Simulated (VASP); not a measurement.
Crystal: WS2.

```
W S
1.0
     3.18422    0.00000    0.00000
    -1.59211    2.75762    0.00000
     0.00000    0.00000   12.97828
W S
2 4
Direct
  0.33333 0.66667 0.25000
  0.66667 0.33333 0.75000
  0.33333 0.66667 0.62980
  0.66667 0.33333 0.12980
  0.33333 0.66667 0.87020
  0.66667 0.33333 0.37020
```

- Program: VASP 6.6.1
- Task: relaxation of cell and atoms
- Functional: PBE
- Potentials or basis: VASP PAW PBE potentials, release 64 (W_sv, S)
- Cutoff: 600 eV
- k mesh: 12 × 12 × 2
- Occupations: gaussian, width 0.02 eV
- Spin: no spin polarisation

At the start: pressure 1.8 GPa; volume 18.99 Å³/atom.

**Question.** Where does the relaxation end?

**Answer.** Over 19 steps the energy falls by 5.8 meV/atom and the volume is 21.04 Å³/atom (+10.8 %); space group P6_3/mmc (No. 194, to 0.05 Å).

Step by step:
| step | energy change (eV) | largest force (eV/Å) | pressure (GPa) | volume (Å³) |
| --- | --- | --- | --- | --- |
| 1 | 0.0000 | 0.2037 | 1.76 | 113.96 |
| 2 | 0.0291 | 0.6071 | -3.57 | 117.44 |
| 3 | -0.0083 | 0.0671 | -0.04 | 115.06 |
| 4 | -0.0083 | 0.0616 | -0.02 | 115.04 |
| 5 | -0.0099 | 0.0738 | 0.10 | 115.11 |
| 6 | -0.0113 | 0.0945 | 0.27 | 115.23 |
| 7 | -0.0099 | 0.1332 | 0.65 | 115.46 |
| 8 | -0.0115 | 0.1031 | 0.37 | 115.29 |
| 9 | -0.0123 | 0.1043 | 0.35 | 115.43 |
| 10 | -0.0144 | 0.1055 | 0.27 | 115.87 |
| 11 | -0.0182 | 0.1073 | 0.13 | 116.75 |
| 12 | -0.0242 | 0.1065 | -0.11 | 118.51 |
| 13 | -0.0312 | 0.0885 | -0.45 | 122.05 |
| 14 | -0.0311 | 0.0215 | -0.62 | 129.20 |
| 15 | -0.0334 | 0.0118 | -0.46 | 125.60 |
| 16 | -0.0344 | 0.0774 | 0.43 | 126.05 |
| 17 | -0.0346 | 0.0500 | 0.15 | 125.91 |
| 18 | -0.0349 | 0.0256 | -0.03 | 126.38 |
| 19 | -0.0350 | 0.0024 | 0.02 | 126.23 |

Final structure:
```
CELL_PARAMETERS angstrom
3.18743 0.00000 0.00000
-1.59371 2.76039 0.00000
0.00000 0.00000 14.34710
ATOMIC_POSITIONS crystal
W 0.33333 0.66667 0.25000
W 0.66667 0.33333 0.75000
S 0.33333 0.66667 0.64048
S 0.66667 0.33333 0.14048
S 0.33333 0.66667 0.85952
S 0.66667 0.33333 0.35952
```

Caveat: this functional lacks dispersion, which binds the layers, so the pressure and a relaxed spacing across them are unreliable.
